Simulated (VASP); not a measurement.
# Y2LuN3 (P-3m1) in VASP: a series of runs, part 2 of 3

VASP 6.6.1. Earlier steps stand in the parts before.

## 3. Relaxation of cell and atoms, PBE

This run uses another cell than the first one, of 14.34 Å³/atom.

Contents of INCAR:

```
SYSTEM = Y2LuN3
PREC = Accurate
ENCUT = 600
EDIFF = 1E-6
ISMEAR = 0
SIGMA = 0.01
LREAL = .FALSE.
LASPH = .TRUE.
NELM = 60
ALGO = Normal
ISIF = 3
LWAVE = .FALSE.
LCHARG = .FALSE.
GGA = PE
IBRION = 2
NSW = 100
EDIFFG = -0.01
```

Contents of KPOINTS:

```
regular mesh
0
G
  12 12 4
  0 0 0
```

Contents of POSCAR:

```
Y2LuN3
1.0
    3.4352121000      0.0000000000      0.0000000000
   -1.7176061000      2.9749810000      0.0000000000
    0.0000000000      0.0000000000      8.4162372000
Y Lu N
2 1 3
Direct
    0.3333333000      0.6666667000      0.6690290000
    0.6666667000      0.3333333000      0.3309710000
    0.0000000000      0.0000000000      0.0000000000
    0.3333333000      0.6666667000      0.1617350000
    0.6666667000      0.3333333000      0.8382650000
    0.0000000000      0.0000000000      0.5000000000
```

Potentials or basis: VASP PAW PBE potentials, release 64 (Y_sv, Lu, N).

The run is started by

```console
> cat potpaw_PBE.64/Y_sv/POTCAR potpaw_PBE.64/Lu/POTCAR potpaw_PBE.64/N/POTCAR > POTCAR
> mpirun -np 1 vasp_std > vasp.out
```

OUTCAR:

```text
SYSTEM = Y2LuN3
   PREC = Accurate
   ENCUT = 600
   EDIFF = 1E-6
   ISMEAR = 0
   LREAL = .FALSE.
   LASPH = .TRUE.
   NELM = 60
   ISIF = 3
   GGA = PE
   IBRION = 2
   NSW = 100
   EDIFFG = -0.01

 ion  position               nearest neighbor table
   1  0.333  0.667  0.669-   6 2.44   6 2.44   6 2.44   5 2.44   5 2.44   5 2.44   3 3.42   3 3.42
                             3 3.42   2 3.47   2 3.47   2 3.47
   2  0.667  0.333  0.331-   6 2.44   6 2.44   6 2.44   4 2.44   4 2.44   4 2.44   3 3.42   3 3.42
                             3 3.42   1 3.47   1 3.47   1 3.47
   3  0.000  0.000  0.000-   4 2.41   5 2.41   5 2.41   4 2.41   5 2.41   4 2.41   1 3.42   2 3.42
                             1 3.42   2 3.42   2 3.42   1 3.42
   4  0.333  0.667  0.162-   3 2.41   3 2.41   3 2.41   2 2.44   2 2.44   2 2.44
   5  0.667  0.333  0.838-   3 2.41   3 2.41   3 2.41   1 2.44   1 2.44   1 2.44
   6  0.000  0.000  0.500-   1 2.44   2 2.44   2 2.44   1 2.44   2 2.44   1 2.44

  LATTYP: Found a hexagonal cell.
 ALAT       =     3.4352121000
 C/A-ratio  =     2.4499905552

  Lattice vectors:

 A1 = (   3.4352121000,   0.0000000000,   0.0000000000)
 A2 = (  -1.7176061000,   2.9749810000,   0.0000000000)
 A3 = (   0.0000000000,   0.0000000000,   8.4162372000)

Analysis of symmetry for initial positions (statically):
=====================================================================
 Subroutine PRICEL returns:
 Original cell was already a primitive cell.

 Routine SETGRP: Setting up the symmetry group for a
 hexagonal supercell.

 Subroutine GETGRP returns: Found 12 space group operations
 (whereof 12 operations were pure point group operations)
 out of a pool of 24 trial point group operations.

The static configuration has the point symmetry D_3d.

Analysis of symmetry for dynamics (positions and initial velocities):
=====================================================================
 Subroutine PRICEL returns:
 Original cell was already a primitive cell.

 Routine SETGRP: Setting up the symmetry group for a
 hexagonal supercell.

 Subroutine GETGRP returns: Found 12 space group operations
 (whereof 12 operations were pure point group operations)
 out of a pool of 24 trial point group operations.

The dynamic configuration has the point symmetry D_3d.

 Subroutine INISYM returns: Found 12 space group operations
 (whereof 12 operations are pure point group operations),
 and found     1 'primitive' translations

----------------------------------------------------------------------------------------

                                     Primitive cell

  volume of cell :      86.0113

  direct lattice vectors                    reciprocal lattice vectors
     3.435212100  0.000000000  0.000000000     0.291102840  0.168068305  0.000000000
    -1.717606100  2.974981000  0.000000000     0.000000000  0.336136601  0.000000000
     0.000000000  0.000000000  8.416237200     0.000000000  0.000000000  0.118817944

  length of vectors
     3.435212100  3.435212172  8.416237200     0.336136608  0.336136601  0.118817944

  position of ions in fractional coordinates (direct lattice)
     0.333333300  0.666666700  0.669029000
     0.666666700  0.333333300  0.330971000
     0.000000000  0.000000000  0.000000000
     0.333333300  0.666666700  0.161735000
     0.666666700  0.333333300  0.838265000
     0.000000000  0.000000000  0.500000000
[... 64 lines left out ...]
   number of dos      NEDOS =    301   number of ions     NIONS =      6
   total plane-waves  NPLWV =  54880
   dimension x,y,z NGX =    28 NGY =   28 NGZ =   70
   dimension x,y,z NGXF=    56 NGYF=   56 NGZF=  140
   ions per type =               2   1   3
   NGX,Y,Z   is equivalent  to a cutoff of  13.55, 13.55, 13.83 a.u.
   NGXF,Y,Z  is equivalent  to a cutoff of  27.10, 27.10, 27.65 a.u.
 SYSTEM =  Y2LuN3
   PREC   = accura    normal or accurate (medium, high low for compatibility)
   ISTART =      0    job   : 0-new  1-cont  2-samecut
   ICHARG =      2    charge: 1-file 2-atom 10-const
   ISPIN  =      1    spin polarized calculation?
   LNONCOLLINEAR =      F non collinear calculations
   LSORBIT =      F    spin-orbit coupling
   LASPH  =      T    aspherical Exc in radial PAW
   ENCUT  =  600.0 eV  44.10 Ry    6.64 a.u.   6.86  6.86 16.81*2*pi/ulx,y,z
   NELM   =     60;   NELMIN=  2; NELMDL= -5     # of ELM steps
   EDIFF  = 0.1E-05   stopping-criterion for ELM
   LREAL  =      F    real-space projection
   EDIFFG = -.1E-01   stopping-criterion for IOM
   NSW    =    100    number of steps for IOM
   IBRION =      2    ionic relax: 0-MD 1-quasi-New 2-CG
   NFREE  =      1    steps in history (QN), initial steepest desc. (CG)
   ISIF   =      3    stress and relaxation
   ISYM   =      2    0-nonsym 1-usesym 2-fastsym
   POTIM  = 0.5000    time-step for ionic-motion
   TEBEG  =    0.0;   TEEND  =   0.0 temperature during run
   PSTRESS=    0.0 pullay stress
   NELECT =      62.0000    total number of electrons
   NUPDOWN=      -1.0000    fix difference up-down
   EMIN   =  10.00;   EMAX   =-10.00  energy-range for DOS
   EFERMI =   0.00;   METHOD = LEGACY
   ISMEAR =     0;   SIGMA  =   0.01  broadening in eV -4-tet -1-fermi 0-gaus
   EFERMI_NEDOS =   21; number of points for ismear=-14 and -15
   IALGO  =     38    algorithm
   IMIX   =      4    mixing-type and parameters
     AMIX     =   0.40;   BMIX     =  1.00
     AMIX_MAG =   1.60;   BMIX_MAG =  1.00
  volume/ion in A,a.u.               =      14.34        96.74
  Fermi-wavevector in a.u.,A,eV,Ry     =   1.467867  2.773867 29.315584  2.154635
  Thomas-Fermi vector in A             =   2.583434
   LORBIT       =      0    0 simple, 1 ext, 2 COOP (PROOUT), +10 PAW based schemes
   GGA     = PE    functional components
   LHFCALC =     F    Hartree Fock is set to
   AEXX    =    0.0000 exact exchange contribution
   IVDW    =     0    specifies the selected vdW correction
   LEPSILON=     F    determine dielectric tensor
   LRPA    =     F    only Hartree local field effects (RPA)
 conjugate gradient relaxation of ions
 non-spin polarized calculation
 Gauss-broadening in eV      SIGMA  =   0.01
  energy-cutoff  :      600.00
  volume of cell :       86.01
 maximum number of plane-waves:      2898
   NGX = 13   NGY = 13   NGZ = 33

--------------------------------------- Ionic step        1  -------------------------------------------

 number of electron      62.0000002 magnetization

 Free energy of the ion-electron system (eV)
  ---------------------------------------------------
  ext. energy  EPLUGINS =         0.00000000
  ---------------------------------------------------
  free energy    TOTEN  =       -52.83517884 eV

  energy without entropy =      -52.83517884  energy(sigma->0) =      -52.83517884

------------------------ aborting loop because EDIFF is reached ----------------------------------------

  FORCE on cell =-STRESS in cart. coord.  units (eV):
  Direction    XX          YY          ZZ          XY          YZ          ZX
  --------------------------------------------------------------------------------------
  -------------------------------------------------------------------------------------
  Total       -0.0104390     -0.0104390     -0.0203786      0.0000000      0.0000000      0.0000000
  in kB       -0.1944523     -0.1944523     -0.3796033      0.0000000      0.0000000      0.0000000
  external PRESSURE =      -0.2561693 kB  Pullay stress =       0.0000000 kB
[... 107 lines left out ...]
--------------------------------------- Ionic step        4  -------------------------------------------

 number of electron      62.0000001 magnetization

 Free energy of the ion-electron system (eV)
  ---------------------------------------------------
  ext. energy  EPLUGINS =         0.00000000
  ---------------------------------------------------
  free energy    TOTEN  =       -52.83538887 eV

  energy without entropy =      -52.83538887  energy(sigma->0) =      -52.83538887

 E-fermi :   3.9744     XC(G=0): -11.5964

 val. band max:        3.9226801122   @ k =   0.0000   0.0000   0.0000
 cond. band min:       4.0301638870   @ k =   0.5000   0.0000   0.0000
 fundamental gap:      0.1074837748
 Fermi energy:         3.9743731939

 k-point     1 :       0.0000    0.0000    0.0000
  band No.  band energies     occupation
      1     -50.5592      2.00000
      2     -36.9911      2.00000
      3     -36.9333      2.00000
      4     -21.4464      2.00000
      5     -21.0791      2.00000
      6     -21.0791      2.00000
[... 949 lines left out ...]
     36       8.3744      0.00000
     37       8.4412      0.00000

 [... further k-points ...]

------------------------ aborting loop because EDIFF is reached ----------------------------------------

  FORCE on cell =-STRESS in cart. coord.  units (eV):
  Direction    XX          YY          ZZ          XY          YZ          ZX
  --------------------------------------------------------------------------------------
  -------------------------------------------------------------------------------------
  Total       -0.0269827     -0.0269827     -0.0231015      0.0000000     -0.0000000      0.0000000
  in kB       -0.5022041     -0.5022041     -0.4299661      0.0000000     -0.0000000      0.0000000
  external PRESSURE =      -0.4781248 kB  Pullay stress =       0.0000000 kB
[... 21 lines left out ...]
  FREE ENERGIE OF THE ION-ELECTRON SYSTEM (eV)
  ---------------------------------------------------
  free  energy   TOTEN  =       -52.8353888701 eV

  energy  without entropy=      -52.8353888701  energy(sigma->0) =      -52.83538887

 reached required accuracy - stopping structural energy minimisation
```

Run time: 7.3 min. Hardware: 1 thread of Intel Xeon 6975P-C (Granite Rapids), shared host; peak memory 0.43 GiB.

What came out:

* Free energy: -52.8354 eV
* Relaxed volume: 14.35 Å³/atom
* Relaxed cell: a = 3.436 Å, b = 3.436 Å, c = 8.418 Å, α = 90.00°, β = 90.00°, γ = 120.00°
* Space group after relaxing (to 0.1 Å): P-3m1 (No. 164)
* Energy gained by relaxing: 0.0 meV/atom
* Ionic steps: 4
* Pressure after relaxing: 0.0 GPa
* Largest force after relaxing: 0.006 eV/Å
* Band gap on the k mesh: 0.11 eV (least direct gap 0.60 eV)

Forces in eV/Å, atoms in the order of the input:
```
Y    0.000  0.000  0.001
Y    0.000  0.000 -0.001
Lu   0.000  0.000  0.000
N    0.000  0.000 -0.006
N    0.000  0.000  0.006
N    0.000  0.000  0.000
```

Step by step:
```tsv
step	energy change (eV)	largest force (eV/Å)	pressure (GPa)	volume (Å³)
1	0.0000	0.0510	-0.03	86.01
2	-0.0002	0.0152	0.07	85.98
3	-0.0002	0.0179	0.10	85.97
4	-0.0002	0.0060	-0.05	86.08
```

Final structure:
```
Y Lu N
1.0
     3.43629    0.00000    0.00000
    -1.71814    2.97591    0.00000
     0.00000    0.00000    8.41797
Y Lu N
2 1 3
Direct
  0.33333 0.66667 0.66885
  0.66667 0.33333 0.33115
  0.00000 0.00000 0.00000
  0.33333 0.66667 0.16226
  0.66667 0.33333 0.83774
  0.00000 0.00000 0.50000
```

Caveat: semilocal functionals underestimate gaps, and a narrow one can read as zero; spin-orbit coupling is left out, which moves the levels of the heavy elements.

## 4. Relaxation of shape and atoms at fixed volume, PBE (13.91 Å³/atom)

This run uses another cell than the first one, of 13.91 Å³/atom.

Contents of INCAR:

```
ALGO     = Normal         # electronic algorithm
EDIFF    = 1E-7           # SCF threshold, eV
EDIFFG   = -0.01          # ionic threshold
ENCUT    = 600            # plane-wave cutoff, eV
GGA      = PE             # functional
IBRION   = 2              # ionic algorithm
ISIF     = 4              # what is computed and relaxed
ISMEAR   = 0              # smearing method
LASPH    = True           # aspherical terms in the spheres
LCHARG   = False          # write CHGCAR
LREAL    = False          # projectors in reciprocal space
LWAVE    = False          # write WAVECAR
NELM     = 100            # most SCF steps
NSW      = 50             # ionic steps
PREC     = Accurate       # precision mode
SIGMA    = 0.01           # smearing width, eV
```

Contents of KPOINTS:

```
k-points
0
Gamma
  12 12 4
```

Contents of POSCAR:

```
Y2LuN3
1.0
    3.4005106462      0.0000000286      0.0000000000
   -1.7002553479      2.9449285912      0.0000000000
    0.0000000000      0.0000000000      8.3312188904
Y Lu N
2 1 3
Direct
    0.3333333333      0.6666666667      0.6690290000
    0.6666666667      0.3333333333      0.3309710000
    0.0000000000      0.0000000000      0.0000000000
    0.3333333333      0.6666666667      0.1617350000
    0.6666666667      0.3333333333      0.8382650000
    0.0000000000      0.0000000000      0.5000000000
```

Potentials or basis: VASP PAW PBE potentials, release 64 (Y_sv, Lu, N).

The run is started by

```console
> cat potpaw_PBE.64/Y_sv/POTCAR potpaw_PBE.64/Lu/POTCAR potpaw_PBE.64/N/POTCAR > POTCAR
> mpirun -np 1 vasp_std > vasp.out
```

OUTCAR:

```text
EDIFF = 1E-7
   EDIFFG = -0.01
   ENCUT = 600
   GGA = PE
   IBRION = 2
   ISIF = 4
   ISMEAR = 0
   LASPH = True
   LREAL = False
   NELM = 100
   NSW = 50
   PREC = Accurate

 ion  position               nearest neighbor table
   1  0.333  0.667  0.669-   6 2.42   6 2.42   6 2.42   5 2.42   5 2.42   5 2.42   3 3.38   3 3.38
                             3 3.38   2 3.43   2 3.43   2 3.43
   2  0.667  0.333  0.331-   6 2.42   6 2.42   6 2.42   4 2.42   4 2.42   4 2.42   3 3.38   3 3.38
                             3 3.38   1 3.43   1 3.43   1 3.43
   3  0.000  0.000  0.000-   4 2.38   5 2.38   5 2.38   4 2.38   5 2.38   4 2.38   1 3.38   2 3.38
                             1 3.38   2 3.38   2 3.38   1 3.38
   4  0.333  0.667  0.162-   3 2.38   3 2.38   3 2.38   2 2.42   2 2.42   2 2.42
   5  0.667  0.333  0.838-   3 2.38   3 2.38   3 2.38   1 2.42   1 2.42   1 2.42
   6  0.000  0.000  0.500-   1 2.42   2 2.42   2 2.42   1 2.42   2 2.42   1 2.42

  LATTYP: Found a hexagonal cell.
 ALAT       =     3.4005106462
 C/A-ratio  =     2.4499905330

  Lattice vectors:

 A1 = (   3.4005106462,   0.0000000286,   0.0000000000)
 A2 = (  -1.7002553479,   2.9449285912,   0.0000000000)
 A3 = (   0.0000000000,   0.0000000000,   8.3312188904)

Analysis of symmetry for initial positions (statically):
=====================================================================
 Subroutine PRICEL returns:
 Original cell was already a primitive cell.

 Routine SETGRP: Setting up the symmetry group for a
 hexagonal supercell.

 Subroutine GETGRP returns: Found 12 space group operations
 (whereof 12 operations were pure point group operations)
 out of a pool of 24 trial point group operations.

The static configuration has the point symmetry D_3d.

Analysis of symmetry for dynamics (positions and initial velocities):
=====================================================================
 Subroutine PRICEL returns:
 Original cell was already a primitive cell.

 Routine SETGRP: Setting up the symmetry group for a
 hexagonal supercell.

 Subroutine GETGRP returns: Found 12 space group operations
[... 141 lines left out ...]
   LRPA    =     F    only Hartree local field effects (RPA)
 conjugate gradient relaxation of ions
 non-spin polarized calculation
 Gauss-broadening in eV      SIGMA  =   0.01
  energy-cutoff  :      600.00
  volume of cell :       83.43
 maximum number of plane-waves:      2822
   NGX = 13   NGY = 13   NGZ = 33

--------------------------------------- Ionic step        1  -------------------------------------------

 number of electron      62.0000004 magnetization

 Free energy of the ion-electron system (eV)
  ---------------------------------------------------
  ext. energy  EPLUGINS =         0.00000000
  ---------------------------------------------------
  free energy    TOTEN  =       -52.78981044 eV

  energy without entropy =      -52.78980351  energy(sigma->0) =      -52.78980698

------------------------ aborting loop because EDIFF is reached ----------------------------------------

  FORCE on cell =-STRESS in cart. coord.  units (eV):
  Direction    XX          YY          ZZ          XY          YZ          ZX
  --------------------------------------------------------------------------------------
  -------------------------------------------------------------------------------------
  Total        2.7769670      2.7769670      2.7794471     -0.0000000     -0.0000000      0.0000000
  in kB       53.3278219     53.3278219     53.3754484     -0.0000000     -0.0000000      0.0000000
  external PRESSURE =      53.3436974 kB  Pullay stress =       0.0000000 kB
[... 107 lines left out ...]
--------------------------------------- Ionic step        4  -------------------------------------------

 number of electron      62.0000004 magnetization

 Free energy of the ion-electron system (eV)
  ---------------------------------------------------
  ext. energy  EPLUGINS =         0.00000000
  ---------------------------------------------------
  free energy    TOTEN  =       -52.78990425 eV

  energy without entropy =      -52.78989926  energy(sigma->0) =      -52.78990175

 E-fermi :   4.1335     XC(G=0): -11.7578

 val. band max:        4.1178861568   @ k =   0.0000   0.0000   0.0000
 cond. band min:       4.1492199075   @ k =   0.5000  -0.0000   0.0000
 fundamental gap:      0.0313337507
 Fermi energy:         4.1335179442

 k-point     1 :       0.0000    0.0000    0.0000
  band No.  band energies     occupation
      1     -50.2534      2.00000
      2     -36.6769      2.00000
      3     -36.6105      2.00000
      4     -21.1820      2.00000
      5     -20.7663      2.00000
      6     -20.7663      2.00000
[... 949 lines left out ...]
     36       8.6579      0.00000
     37       8.7132      0.00000

 [... further k-points ...]

------------------------ aborting loop because EDIFF is reached ----------------------------------------

  FORCE on cell =-STRESS in cart. coord.  units (eV):
  Direction    XX          YY          ZZ          XY          YZ          ZX
  --------------------------------------------------------------------------------------
  -------------------------------------------------------------------------------------
  Total        2.7971490      2.7971490      2.7968662     -0.0000000     -0.0000000      0.0000000
  in kB       53.7153890     53.7153890     53.7099590     -0.0000000     -0.0000000      0.0000000
  external PRESSURE =      53.7135790 kB  Pullay stress =       0.0000000 kB
[... 21 lines left out ...]
  FREE ENERGIE OF THE ION-ELECTRON SYSTEM (eV)
  ---------------------------------------------------
  free  energy   TOTEN  =       -52.7899042492 eV

  energy  without entropy=      -52.7898992561  energy(sigma->0) =      -52.78990175

 reached required accuracy - stopping structural energy minimisation
```

Wall time 7.1 min (1 thread of AMD EPYC 9R45 (Zen 5), shared host); peak memory 0.41 GiB.

What came out:

- Free energy: -52.7899 eV
- Energy gained by relaxing: 0.0 meV/atom
- Ionic steps: 4
- Pressure after relaxing: 5.4 GPa
- Largest force after relaxing: 0.006 eV/Å
- Band gap on the k mesh: 0.03 eV (least direct gap 0.50 eV)

Forces on the atoms (eV/Å):
```
Y    0.000  0.000  0.006
Y    0.000  0.000 -0.006
Lu   0.000  0.000  0.000
N    0.000  0.000  0.002
N    0.000  0.000 -0.002
N    0.000  0.000  0.000
```

Final structure:
```
CELL_PARAMETERS angstrom
3.40049 0.00000 0.00000
-1.70024 2.94491 0.00000
0.00000 0.00000 8.33132
ATOMIC_POSITIONS crystal
Y 0.33333 0.66667 0.66890
Y 0.66667 0.33333 0.33110
Lu 0.00000 0.00000 0.00000
N 0.33333 0.66667 0.16204
N 0.66667 0.33333 0.83796
N 0.00000 0.00000 0.50000
```

Levels at points of the mesh, in eV from the valence-band top:
```tsv
k point	band 27	band 28	band 29	band 30	band 31	band 32	band 33	band 34	band 35	band 36
(0.00, 0.00, 0.00)	-1.91	-1.91	0.00	0.00	0.00	3.13	3.16	3.16	3.96	4.28
(0.50, 0.00, 0.00)	-2.08	-1.98	-1.73	-0.47	-0.47	0.03	3.84	4.12	6.22	6.29
(0.00, 0.00, 0.50)	-1.28	-0.97	-0.97	-0.74	-0.74	3.28	3.45	3.78	3.78	3.94
(0.50, 0.00, 0.50)	-2.25	-1.60	-1.55	-1.06	-1.02	1.47	1.54	5.88	6.62	6.65
```

Caveat: semilocal functionals underestimate gaps, and a narrow one can read as zero; spin-orbit coupling is left out, which moves the levels of the heavy elements. A k mesh can miss the band edges.

[end of part 2 of 3]
